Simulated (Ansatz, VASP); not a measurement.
# Li2HfN2: VASP beside Ansatz

The input INCAR:

```
PREC     = Accurate       # precision mode
ENCUT    = 750            # plane-wave cutoff, eV
EDIFF    = 1E-6           # SCF threshold, eV
ISMEAR   = 0              # smearing method
SIGMA    = 0.05           # smearing width, eV
LREAL    = F              # projectors in reciprocal space
LASPH    = T              # aspherical terms in the spheres
NELM     = 120            # most SCF steps
ALGO     = Normal         # electronic algorithm
ISIF     = 2              # what is computed and relaxed
LWAVE    = F              # write WAVECAR
LCHARG   = T              # write CHGCAR
LELF     = T              # ELF
LVHAR    = T            
NBANDS   = 21             # bands
GGA_COMPAT= F
```

Contents of KPOINTS:

```
regular mesh
0
Gamma
  9 9 6
```

File POSCAR:

```
Li2HfN2
1.0
    3.2371209533      0.0000000000      0.0000000000
   -1.6185604767      2.8034289807      0.0000000000
    0.0000000000      0.0000000000      5.8574827944
Li Hf N
2 1 2
Direct
    0.6666666667      0.3333333333      0.3827885700
    0.3333333333      0.6666666667      0.6172114300
    0.0000000000      0.0000000000      0.0000000000
    0.6666666667      0.3333333333      0.7793848600
    0.3333333333      0.6666666667      0.2206151400
```

Input for Ansatz:

```yaml
crystal:
  lattice:
    - [3.2371209533, 0.0, 0.0]
    - [-1.6185604767, 2.8034289807, 0.0]
    - [0.0, 0.0, 5.8574827944]
  atoms:
    - { symbol: Li, position: [0.6666666667, 0.3333333333, 0.38278857] }
    - { symbol: Li, position: [0.3333333333, 0.6666666667, 0.61721143] }
    - { symbol: Hf, position: [0.0, 0.0, 0.0] }
    - { symbol: "N", position: [0.6666666667, 0.3333333333, 0.77938486] }
    - { symbol: "N", position: [0.3333333333, 0.6666666667, 0.22061514] }
basis:
  ecutwfc: 420
kpoints:
  mp_grid: { grid: [9, 9, 6] }
hamiltonian:
  xc: lda
scf:
  occupations: { method: gaussian, width: 0.05 }
output:
  forces: true
  stress: true
  eigenvalues: true
```

Change from the starting cell: strain +0.000 along x and y, +0.080 along z, atoms carried along.

Alike in both runs: task single point; functional LDA; k mesh 9 × 9 × 6; occupations gaussian, width 0.05 eV; no spin polarisation.

|  | VASP | Ansatz |
| --- | --- | --- |
| version | VASP 6.6.1 | Ansatz 0.2.0 |
| potentials or method | VASP PAW LDA potentials, release 64 (Li_sv, Hf_pv, N), cutoff 750 eV | scalar-relativistic, plane waves, PAW |
| valence electrons in the cell | 26 | 42 |

VASP gave:

| Item | Value |
| --- | --- |
| gap on the k mesh at the Fermi level (eV) | 1.40 |
| least direct gap on the mesh (eV) | 2.19 |
| pressure (GPa) | -16.4 |
| traceless stress, the component that is largest in VASP (GPa) | -9.66 |
| rms of the force components (eV/Å) | 0.455 |

Q: Which values does Ansatz return?

A: gap on the k mesh at the Fermi level (eV): 1.37; least direct gap on the mesh (eV): 2.18; pressure (GPa): -15.6; traceless stress, the component that is largest in VASP (GPa): -9.66; rms of the force components (eV/Å): 0.429.

LDA's correlation is that of Perdew and Zunger in VASP and of Perdew and Wang (1992) in Ansatz. Atom by atom the forces differ by 0.030 eV/Å (rms over components). VASP's potentials hold 26 valence electrons a cell and Ansatz's 42, so a difference there can come from the potentials and not from the codes.

Neither program's run includes spin-orbit coupling.
